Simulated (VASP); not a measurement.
Runs of VASP 6.6.1 on Pd. The structure is that of space group R-3m (No. 166), or close to it. The cells are those of the table. 

```csv
cell,gap on the mesh (eV),pressure (GPa)
"a = 3.781 Å, angles 33.6°, 1 atom",none,145.9
"a = 3.159 Å, angles 45.7°, 1 atom",none,29.3
"a = 3.465 Å, angles 38.9°, 1 atom",none,80.2
"a = 2.523 Å, angles 75.3°, 1 atom",none,(b)
"a = 2.469 Å, angles 82.7°, 1 atom",none,(a)
"a = 2.621 Å, angles 67.3°, 1 atom",none,2.4
"a = 2.944 Å, angles 52.2°, 1 atom",none,5.4
```

Alike in all rows: task single point; level PBEsol; potentials or basis VASP PAW PBE potentials, release 64 (Pd); no spin polarisation; k mesh 24 × 24 × 24; cutoff (eV) 520; smearing gaussian 0.15 eV.

Task: Estimate the missing entries.

Result: (a) 25.1; (b) 14.8.

Caveats: the PAW data sets were made with another functional, which shifts forces and pressure a little.

A k mesh can miss the band edges, and the runs leave out spin-orbit coupling on Pd.

A gap of «none» marks levels without a gap at the run's occupations.
